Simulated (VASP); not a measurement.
GaSb:

```
CELL_PARAMETERS angstrom
0.00000 3.05116 3.06588
3.05116 0.00000 3.06588
3.05116 3.05116 0.00000
ATOMIC_POSITIONS crystal
Ga 0.00000 0.00000 0.00000
Sb 0.25000 0.25000 0.25000
```

This cell differs from its parent crystal: biaxial xy strain -0.5%.

Base run:

| Quantity | Value |
| --- | --- |
| Program | VASP 6.6.1 |
| Functional | PBE |
| Potentials or basis | VASP PAW PBE potentials, release 64 (Ga_d, Sb) |
| Cutoff | 500 eV |
| k mesh | 8 × 8 × 8 |
| Occupations | fermi-dirac, width 0.02 eV |
| Spin | no spin polarisation |

Its results: band gap on the k mesh 0.05 eV, direct; pressure 2.5 GPa.

**Question.** The run is repeated on the same cell with these changes: functional from PBE to r2SCAN; cutoff from 500 eV to 520 eV. What comes out?

**Answer.** Band gap on the k mesh 0.46 eV, direct; pressure 0.6 GPa.

r2SCAN gives the wider gap, since meta-GGAs in the generalised Kohn-Sham scheme recover part of the derivative discontinuity.

Caveats: spin-orbit coupling is left out, which moves the levels of the heavy elements; the PAW data sets were made with another functional, which shifts forces and pressure a little (some runs).

A k mesh can miss the band edges.
